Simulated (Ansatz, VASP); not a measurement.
This is a calculation of Ti3Se for Ansatz 0.2.0.

input.yaml

```yaml
crystal:
  lattice:
    - [3.1542315771, 0.0, 0.0]
    - [-1.5771157886, 2.7316446752, 0.0]
    - [0.0, 0.0, 7.8353974489]
  atoms:
    - { symbol: Se, position: [0.0, 0.0, 0.0] }
    - { symbol: Ti, position: [0.6666666667, 0.3333333333, 0.5] }
    - { symbol: Ti, position: [0.3333333333, 0.6666666667, 0.772902] }
    - { symbol: Ti, position: [0.3333333333, 0.6666666667, 0.227098] }
kpoints:
  mp_grid: { grid: [10, 10, 4] }
scf:
  occupations: { method: fermi_dirac, width: 0.05 }
hamiltonian:
  xc: lda
  pseudopotentials: { kind: all_electron, lapw: { basis_error: 0.002 } }
output:
  forces: true
  stress: true
  eigenvalues: true
```

Potentials or basis: all-electron LAPW, scalar-relativistic.

Command:

```sh
$ ansatz run input.yaml --threads 2 --pin off --max-ram 8192MiB --backend cpu --events-out ev --progress --plain --runs-dir out
```

Problem. Translate it to VASP 6.6.1. Potentials there: VASP PAW LDA potentials, release 64 (Se, Ti_sv).

Solution. As run (the cutoff follows the program's own potentials):

The input INCAR:

```
SYSTEM = Ti3Se
  ALGO = Normal
  EDIFF = 1E-6
  ENCUT = 520
  ISIF = 2
  ISMEAR = -1
  LASPH = .TRUE.
  LCHARG = .FALSE.
  LREAL = .FALSE.
  LWAVE = .FALSE.
  NBANDS = 29
  NELM = 80
  PREC = Accurate
  SIGMA = 0.05
```

Contents of KPOINTS:

```
k-points
0
G
  10 10 4
  0 0 0
```

The input POSCAR:

```
Ti3Se
1.0
    3.1542315771      0.0000000000      0.0000000000
   -1.5771157886      2.7316446752      0.0000000000
    0.0000000000      0.0000000000      7.8353974489
Se Ti
1 3
Direct
    0.0000000000      0.0000000000      0.0000000000
    0.6666666667      0.3333333333      0.5000000000
    0.3333333333      0.6666666667      0.7729020000
    0.3333333333      0.6666666667      0.2270980000
```

Potentials or basis: VASP PAW LDA potentials, release 64 (Se, Ti_sv).

Launch:

```sh
$ cat potpaw_LDA.64/Se/POTCAR potpaw_LDA.64/Ti_sv/POTCAR > POTCAR
$ mpirun -np 1 vasp_std > vasp.out
```

Both were run:

|  | VASP | Ansatz | Ansatz less VASP |
| --- | --- | --- | --- |
| gap on the k mesh at the Fermi level (eV) | none | none | - |
| pressure (GPa) | -3.4 | -3.6 | -0.21 |
| traceless stress, the component that is largest in VASP (GPa) | -0.52 | -0.53 | -0.008 |
| rms of the force components (eV/Å) | 0.019 | 0.007 | -0.0125 |

LDA's correlation is that of Perdew and Zunger in VASP and of Perdew and Wang (1992) in Ansatz. Atom by atom the forces differ by 0.012 eV/Å (rms over components). A gap of «none» marks a metal or a gap that the smearing closes. Ansatz ran all-electron here, and VASP with PAW potentials.
